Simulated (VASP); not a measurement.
# SnO2: single point with LDA

Crystal: SnO2.

```
CELL_PARAMETERS angstrom
4.72127 0.00000 0.00000
0.00000 4.72425 0.00000
0.00000 0.00000 2.99862
ATOMIC_POSITIONS crystal
Sn 0.50000 0.50000 0.50000
Sn 0.00000 0.00000 0.00000
O 0.28509 0.32002 0.00000
O 0.78509 0.17998 0.50000
O 0.21491 0.82002 0.50000
O 0.71491 0.67998 0.00000
```

This cell differs from its parent crystal: strain along c alone, the other axes held: -6.0 %, then relaxed in part.

```yaml
Program: VASP 6.6.1
Task: single point
Functional: LDA
Potentials_or_basis: VASP PAW LDA potentials, release 64 (Sn_d, O)
Cutoff: 520 eV
k_mesh: 6 × 6 × 8
Occupations: gaussian, width 0.02 eV
Spin: no spin polarisation
```

The pressure is 18.1 GPa. The largest force is 0.046 eV/Å. The band gap on the k mesh is 2.06 eV.

Forces on the atoms (eV/Å):
```
Sn   0.000  0.000  0.000
Sn   0.000  0.000  0.000
O   -0.039 -0.025  0.000
O   -0.039  0.025  0.000
O    0.039 -0.025  0.000
O    0.039  0.025  0.000
```

Stress tensor (GPa, compression positive):
```
10.18  0.00  0.00
 0.00 12.25  0.00
 0.00  0.00 31.85
```

Levels at points of the mesh, in eV from the valence-band top:
```
           k point  band 23  band 24  band 25  band 26  band 27  band 28  band 29  band 30
(0.00, 0.00, 0.00)    -0.95    -0.95    -0.80     0.00     2.06     6.85     6.97     7.29
(0.50, 0.00, 0.00)    -0.99    -0.99    -0.53    -0.53     4.97     4.97     7.45     7.45
(0.00, 0.50, 0.00)    -0.99    -0.99    -0.79    -0.79     5.18     5.18     8.14     8.14
(0.50, 0.50, 0.00)    -1.08    -1.08    -1.02    -1.02     5.74     5.74     8.14     8.14
(0.00, 0.00, 0.50)    -1.82    -1.82    -1.26    -1.26     6.79     6.79     9.69     9.69
(0.50, 0.00, 0.50)    -1.14    -1.14    -0.85    -0.85     7.09     7.09     8.09     8.09
(0.00, 0.50, 0.50)    -1.35    -1.35    -0.65    -0.65     6.93     6.93     7.89     7.89
(0.50, 0.50, 0.50)    -1.02    -1.02    -0.92    -0.92     5.07     5.07     9.09     9.09
```

Run time: 3.4 min on 1 thread of Intel Xeon 8259CL, with other jobs on the host, peak memory 0.25 GiB.

Caveat: the cell differs from its parent crystal (strain along c alone, the other axes held: -6.0 %, then relaxed in part); the cell stands under pressure; spin-orbit coupling is left out, which moves the levels of the heavy elements.
